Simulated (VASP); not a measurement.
# Al2GaP3 (P4mm) in VASP: further runs

The runs below take Al2GaP3 through single point, relaxation of cell and atoms, with PBE.

All numbers are computed with VASP 6.6.1; they aren't measurements. Logs are shortened: lines on timing, memory, paths and dates and some standing lists are left out, and cuts for length are marked.

## 1. The cell of the first run

The structure is tetragonal, space group P4mm (No. 99). Conventional cell: a = 3.600 Å, b = 3.600 Å, c = 7.900 Å, α = 90.00°, β = 90.00°, γ = 90.00°. Within 3.6 Å of Al (site symmetry 4mm) lie 6 P at 2.55 to 2.79 Å and 8 Al at 3.53 to 3.60 Å and 4 Ga at 3.58 Å. Within 3.2 Å of Al (site symmetry 4mm) lie 5 P at 2.44 to 2.57 Å and 1 Ga at 2.93 Å. Within 3.3 Å of Ga (site symmetry 4mm) lie 5 P at 2.53 to 2.55 Å and 1 Al at 2.93 Å. Within 3.1 Å of P (site symmetry 4mm) lie 1 P at 2.37 Å and 5 Al at 2.57 to 2.79 Å. P (site symmetry 4mm) has 1 P at 2.37 Å and 4 Ga at 2.55 Å and 1 Al at 2.74 Å within 3.1 Å. Within 3.2 Å of P (site symmetry 4mm) lie 5 Al at 2.44 to 2.55 Å and 1 Ga at 2.53 Å.

The cell was generated, and may not be a known phase.

## 2. Single point, PBE

Contents of INCAR:

```
SYSTEM = Al2GaP3
PREC     = Accurate       ! precision mode
ENCUT    = 520            ! plane-wave cutoff, eV
EDIFF    = 1E-7           ! SCF threshold, eV
ISMEAR   = 0              ! smearing method
SIGMA    = 0.1            ! smearing width, eV
LREAL    = .FALSE.        ! projectors in reciprocal space
LASPH    = .TRUE.         ! aspherical terms in the spheres
NELM     = 60             ! most SCF steps
ALGO     = Normal         ! electronic algorithm
ISIF     = 2              ! what is computed and relaxed
LWAVE    = .FALSE.        ! write WAVECAR
LCHARG   = .FALSE.        ! write CHGCAR
GGA      = PE             ! functional
NBANDS   = 26             ! bands
```

Contents of KPOINTS:

```
Automatic mesh
0
G
  10 10 6
  0 0 0
```

Contents of POSCAR:

```
Al2GaP3
1.0
    3.5996119205      0.0000000000      0.0000000000
    0.0000000000      3.5996119205      0.0000000000
    0.0000000000      0.0000000000      7.8996778019
Al Ga P
2 1 3
Direct
    0.0000000000      0.0000000000      0.9162544568
    0.5000000000      0.5000000000      0.6064903324
    0.5000000000      0.5000000000      0.2354172064
    0.0000000000      0.0000000000      0.5634492443
    0.0000000000      0.0000000000      0.2632825906
    0.5000000000      0.5000000000      0.9151061796
```

Potentials or basis: VASP PAW PBE potentials, release 64 (Al, Ga_d, P).

On the command line:

```sh
$ cat potpaw_PBE.64/Al/POTCAR potpaw_PBE.64/Ga_d/POTCAR potpaw_PBE.64/P/POTCAR > POTCAR
$ mpirun -np 1 vasp_std > vasp.out
```

OUTCAR:

```text
SYSTEM = Al2GaP3
   PREC = Accurate
   ENCUT = 520
   EDIFF = 1E-7
   ISMEAR = 0
   LREAL = .FALSE.
   LASPH = .TRUE.
   NELM = 60
   ISIF = 2
   GGA = PE

 ion  position               nearest neighbor table
   1  0.000  0.000  0.916-   6 2.55   6 2.55   6 2.55   6 2.55   5 2.74   4 2.79
   2  0.500  0.500  0.606-   6 2.44   4 2.57   4 2.57   4 2.57   4 2.57   3 2.93
   3  0.500  0.500  0.235-   6 2.53   5 2.55   5 2.55   5 2.55   5 2.55   2 2.93
   4  0.000  0.000  0.563-   5 2.37   2 2.57   2 2.57   2 2.57   2 2.57   1 2.79
   5  0.000  0.000  0.263-   4 2.37   3 2.55   3 2.55   3 2.55   3 2.55   1 2.74
   6  0.500  0.500  0.915-   2 2.44   3 2.53   1 2.55   1 2.55   1 2.55   1 2.55

  LATTYP: Found a simple tetragonal cell.
 ALAT       =     3.5996119205
 C/A-ratio  =     2.1945915216

  Lattice vectors:

 A1 = (   3.5996119205,   0.0000000000,   0.0000000000)
 A2 = (   0.0000000000,   3.5996119205,   0.0000000000)
 A3 = (   0.0000000000,   0.0000000000,   7.8996778019)

Analysis of symmetry for initial positions (statically):
=====================================================================
 Subroutine PRICEL returns:
 Original cell was already a primitive cell.

 Routine SETGRP: Setting up the symmetry group for a
 simple tetragonal supercell.

 Subroutine GETGRP returns: Found  8 space group operations
 (whereof  8 operations were pure point group operations)
 out of a pool of 16 trial point group operations.

The static configuration has the point symmetry C_4v.

Analysis of symmetry for dynamics (positions and initial velocities):
=====================================================================
 Subroutine PRICEL returns:
 Original cell was already a primitive cell.

 Routine SETGRP: Setting up the symmetry group for a
 simple tetragonal supercell.

 Subroutine GETGRP returns: Found  8 space group operations
 (whereof  8 operations were pure point group operations)
 out of a pool of 16 trial point group operations.

The dynamic configuration has the point symmetry C_4v.

 Subroutine INISYM returns: Found  8 space group operations
 (whereof  8 operations are pure point group operations),
 and found     1 'primitive' translations

----------------------------------------------------------------------------------------

                                     Primitive cell

  volume of cell :     102.3578

  direct lattice vectors                    reciprocal lattice vectors
     3.599611921  0.000000000  0.000000000     0.277807725  0.000000000  0.000000000
     0.000000000  3.599611921  0.000000000     0.000000000  0.277807725  0.000000000
     0.000000000  0.000000000  7.899677802     0.000000000  0.000000000  0.126587441

  length of vectors
     3.599611921  3.599611921  7.899677802     0.277807725  0.277807725  0.126587441

  position of ions in fractional coordinates (direct lattice)
     0.000000000  0.000000000  0.916254457
     0.500000000  0.500000000  0.606490332
     0.500000000  0.500000000  0.235417206
     0.000000000  0.000000000  0.563449244
     0.000000000  0.000000000  0.263282591
     0.500000000  0.500000000  0.915106180

  ion indices of the primitive-cell ions
   primitive index   ion index
                 1           1
                 2           2
                 3           3
                 4           4
                 5           5
                 6           6

----------------------------------------------------------------------------------------

 KPOINTS: Automatic mesh

Automatic generation of k-mesh.
 Grid dimensions read from file:
 generate k-points for:   10   10    6

 Generating k-lattice:

  Cartesian coordinates                     Fractional coordinates (reciprocal lattice)
     0.027780773  0.000000000  0.000000000     0.100000000  0.000000000  0.000000000
     0.000000000  0.027780773  0.000000000     0.000000000  0.100000000  0.000000000
     0.000000000  0.000000000  0.021097907     0.000000000  0.000000000  0.166666667

  Length of vectors
     0.027780773  0.027780773  0.021097907

  Shift w.r.t. Gamma in fractional coordinates (k-lattice)
     0.000000000  0.000000000  0.000000000

 Subroutine IBZKPT returns following result:
 ===========================================

 Found     84 irreducible k-points:

 Following reciprocal coordinates:
            Coordinates               Weight
  0.000000  0.000000  0.000000      1.000000
  0.100000  0.000000  0.000000      4.000000
  0.200000  0.000000  0.000000      4.000000
  0.300000  0.000000  0.000000      4.000000
  0.400000  0.000000  0.000000      4.000000
  0.500000  0.000000  0.000000      2.000000
[... 16 lines left out ...]
  0.100000  0.000000  0.166667      8.000000
  0.200000  0.000000  0.166667      8.000000
 [... further k-points ...]
   k-points           NKPTS =     84   k-points in BZ     NKDIM =     84   number of bands    NBANDS=     26
   number of dos      NEDOS =    301   number of ions     NIONS =      6
   total plane-waves  NPLWV =  47040
   dimension x,y,z NGX =    28 NGY =   28 NGZ =   60
   dimension x,y,z NGXF=    56 NGYF=   56 NGZF=  120
   ions per type =               2   1   3
   NGX,Y,Z   is equivalent  to a cutoff of  12.93, 12.93, 12.63 a.u.
   NGXF,Y,Z  is equivalent  to a cutoff of  25.86, 25.86, 25.25 a.u.
 SYSTEM =  Al2GaP3
   PREC   = accura    normal or accurate (medium, high low for compatibility)
   ISTART =      0    job   : 0-new  1-cont  2-samecut
   ICHARG =      2    charge: 1-file 2-atom 10-const
   ISPIN  =      1    spin polarized calculation?
   LNONCOLLINEAR =      F non collinear calculations
   LSORBIT =      F    spin-orbit coupling
   LASPH  =      T    aspherical Exc in radial PAW
   ENCUT  =  520.0 eV  38.22 Ry    6.18 a.u.   6.69  6.69 14.69*2*pi/ulx,y,z
   NELM   =     60;   NELMIN=  2; NELMDL= -5     # of ELM steps
   EDIFF  = 0.1E-06   stopping-criterion for ELM
   LREAL  =      F    real-space projection
   EDIFFG = 0.1E-05   stopping-criterion for IOM
   NSW    =      0    number of steps for IOM
   IBRION =     -1    ionic relax: 0-MD 1-quasi-New 2-CG
   NFREE  =      0    steps in history (QN), initial steepest desc. (CG)
   ISIF   =      2    stress and relaxation
   ISYM   =      2    0-nonsym 1-usesym 2-fastsym
   POTIM  = 0.5000    time-step for ionic-motion
   TEBEG  =    0.0;   TEEND  =   0.0 temperature during run
   PSTRESS=    0.0 pullay stress
   NELECT =      34.0000    total number of electrons
   NUPDOWN=      -1.0000    fix difference up-down
   EMIN   =  10.00;   EMAX   =-10.00  energy-range for DOS
   EFERMI =   0.00;   METHOD = LEGACY
   ISMEAR =     0;   SIGMA  =   0.10  broadening in eV -4-tet -1-fermi 0-gaus
   EFERMI_NEDOS =   21; number of points for ismear=-14 and -15
   IALGO  =     38    algorithm
   IMIX   =      4    mixing-type and parameters
     AMIX     =   0.40;   BMIX     =  1.00
     AMIX_MAG =   1.60;   BMIX_MAG =  1.00
  volume/ion in A,a.u.               =      17.06       115.12
  Fermi-wavevector in a.u.,A,eV,Ry     =   1.133777  2.142527 17.489606  1.285450
  Thomas-Fermi vector in A             =   2.270480
   LORBIT       =      0    0 simple, 1 ext, 2 COOP (PROOUT), +10 PAW based schemes
   GGA     = PE    functional components
   LHFCALC =     F    Hartree Fock is set to
   AEXX    =    0.0000 exact exchange contribution
   IVDW    =     0    specifies the selected vdW correction
   LEPSILON=     F    determine dielectric tensor
   LRPA    =     F    only Hartree local field effects (RPA)
 non-spin polarized calculation
 Gauss-broadening in eV      SIGMA  =   0.10
  energy-cutoff  :      520.00
  volume of cell :      102.36
 maximum number of plane-waves:      2788
 NGX is ok and might be reduce to    28
   NGX = 13   NGY = 13   NGZ = 29

 number of electron      34.0000002 magnetization

 Free energy of the ion-electron system (eV)
  ---------------------------------------------------
  ext. energy  EPLUGINS =         0.00000000
  ---------------------------------------------------
  free energy    TOTEN  =       -27.40510683 eV

  energy without entropy =      -27.39309140  energy(sigma->0) =      -27.39909911

 E-fermi :   7.4348     XC(G=0): -10.4863

 val. band max:        7.4209872503   @ k =   0.5000   0.3000   0.0000
 cond. band min:       7.4412568153   @ k =   0.1000   0.1000   0.3333
 fundamental gap:      0.0202695650
 Fermi energy:         7.4347597186

 k-point     1 :       0.0000    0.0000    0.0000
  band No.  band energies     occupation
      1      -7.7751      2.00000
      2      -7.6130      2.00000
      3      -7.6032      2.00000
      4      -7.6032      2.00000
      5      -7.6003      2.00000
      6      -6.3326      2.00000
[... 18 lines left out ...]
     25      14.1769      0.00000
     26      14.1770      0.00000

 k-point     2 :       0.1000    0.0000    0.0000
  band No.  band energies     occupation
      1      -7.7676      2.00000
      2      -7.6092      2.00000
      3      -7.6064      2.00000
      4      -7.6047      2.00000
      5      -7.6027      2.00000
      6      -6.2410      2.00000
[... 18 lines left out ...]
     25      13.8867      0.00000
     26      13.9222      0.00000

 k-point     3 :       0.2000    0.0000    0.0000
  band No.  band energies     occupation
      1      -7.7494      2.00000
      2      -7.6157      2.00000
      3      -7.6154      2.00000
      4      -7.6020      2.00000
      5      -7.5978      2.00000
      6      -5.9713      2.00000
[... 18 lines left out ...]
     25      13.3303      0.00000
     26      13.4904      0.00000

 k-point     4 :       0.3000    0.0000    0.0000
  band No.  band energies     occupation
      1      -7.7297      2.00000
      2      -7.6293      2.00000
      3      -7.6259      2.00000
      4      -7.6010      2.00000
      5      -7.5834      2.00000
      6      -5.5464      2.00000
[... 18 lines left out ...]
     25      12.3525      0.00000
     26      13.1927      0.00000

 k-point     5 :       0.4000    0.0000    0.0000
  band No.  band energies     occupation
      1      -7.7156      2.00000
      2      -7.6403      2.00000
      3      -7.6343      2.00000
      4      -7.6001      2.00000
      5      -7.5711      2.00000
      6      -5.0416      2.00000
[... 18 lines left out ...]
     25      11.3847      0.00000
     26      13.0237      0.00000

 k-point     6 :       0.5000    0.0000    0.0000
  band No.  band energies     occupation
      1      -7.7106      2.00000
      2      -7.6444      2.00000
      3      -7.6375      2.00000
      4      -7.5998      2.00000
      5      -7.5662      2.00000
      6      -4.7384      2.00000
[... 427 lines left out ...]
 k-point    21 :       0.5000    0.5000    0.0000
  band No.  band energies     occupation
      1      -7.7960      2.00000
      2      -7.6788      2.00000
      3      -7.6244      2.00000
      4      -7.6244      2.00000
      5      -7.5183      2.00000
      6      -3.6385      2.00000
[... 18 lines left out ...]
     25      11.8446      0.00000
     26      16.0525      0.00000

 k-point    22 :       0.0000    0.0000    0.1667
  band No.  band energies     occupation
      1      -7.7753      2.00000
      2      -7.6130      2.00000
      3      -7.6032      2.00000
      4      -7.6032      2.00000
      5      -7.6003      2.00000
      6      -6.2783      2.00000
[... 18 lines left out ...]
     25      13.5672      0.00000
     26      13.5674      0.00000

 k-point    23 :       0.1000    0.0000    0.1667
  band No.  band energies     occupation
      1      -7.7678      2.00000
      2      -7.6092      2.00000
      3      -7.6064      2.00000
      4      -7.6047      2.00000
      5      -7.6027      2.00000
      6      -6.1874      2.00000
[... 18 lines left out ...]
     25      13.1521      0.00000
     26      13.5084      0.00000

 k-point    24 :       0.2000    0.0000    0.1667
  band No.  band energies     occupation
      1      -7.7495      2.00000
      2      -7.6157      2.00000
      3      -7.6155      2.00000
      4      -7.6020      2.00000
      5      -7.5978      2.00000
      6      -5.9200      2.00000
[... 18 lines left out ...]
     25      12.9194      0.00000
     26      12.9285      0.00000

 [... further k-points ...]

------------------------ aborting loop because EDIFF is reached ----------------------------------------

  FORCE on cell =-STRESS in cart. coord.  units (eV):
  Direction    XX          YY          ZZ          XY          YZ          ZX
  --------------------------------------------------------------------------------------
  -------------------------------------------------------------------------------------
  Total       -0.0030600     -0.0030600     -0.0586499      0.0000000      0.0000000     -0.0000000
  in kB       -0.0478981     -0.0478981     -0.9180311      0.0000000      0.0000000     -0.0000000
  external PRESSURE =      -0.3379424 kB  Pullay stress =       0.0000000 kB

 VOLUME and BASIS-vectors are now :
 -----------------------------------------------------------------------------
  energy-cutoff  :      520.00
  volume of cell :      102.36
      direct lattice vectors                 reciprocal lattice vectors
     3.599611921  0.000000000  0.000000000     0.277807725  0.000000000  0.000000000
     0.000000000  3.599611921  0.000000000     0.000000000  0.277807725  0.000000000
     0.000000000  0.000000000  7.899677802     0.000000000  0.000000000  0.126587441

 POSITION                                       TOTAL-FORCE (eV/Angst)
 -----------------------------------------------------------------------------------
      0.00000      0.00000      7.23811         0.000000     -0.000000      0.002626
      1.79981      1.79981      4.79108         0.000000      0.000000      0.001429
      1.79981      1.79981      1.85972         0.000000     -0.000000      0.007617
      0.00000      0.00000      4.45107         0.000000     -0.000000     -0.019226
      0.00000      0.00000      2.07985        -0.000000     -0.000000      0.015488
      1.79981      1.79981      7.22904         0.000000     -0.000000     -0.007934
 -----------------------------------------------------------------------------------
    total drift:                                0.000000      0.000000      0.000295

  FREE ENERGIE OF THE ION-ELECTRON SYSTEM (eV)
  ---------------------------------------------------
  free  energy   TOTEN  =       -27.4051068255 eV

  energy  without entropy=      -27.3930914022  energy(sigma->0) =      -27.39909911
```

It took 3.3 min on 1 thread of Intel Xeon Platinum 8559C (Emerald Rapids), shared host; peak memory 0.33 GiB.

Results:

| Item | Value |
| --- | --- |
| Free energy | -27.4051 eV |
| Pressure | 0.0 GPa |
| Largest force | 0.019 eV/Å |
| Band gap on the k mesh | zero (bands 17 and 18 overlap by 3.92 eV) |

Forces in eV/Å, atoms in the order of the input:
```
Al   0.000  0.000  0.003
Al   0.000  0.000  0.001
Ga   0.000  0.000  0.008
P    0.000  0.000 -0.019
P    0.000  0.000  0.015
P    0.000  0.000 -0.008
```

Stress tensor (GPa, compression positive):
```
 0.00  0.00  0.00
 0.00  0.00  0.00
 0.00  0.00 -0.09
```

(Part 1 of 2 ends here.)

The gap in the log of VASP goes by the Fermi energy; the results here count the filled bands.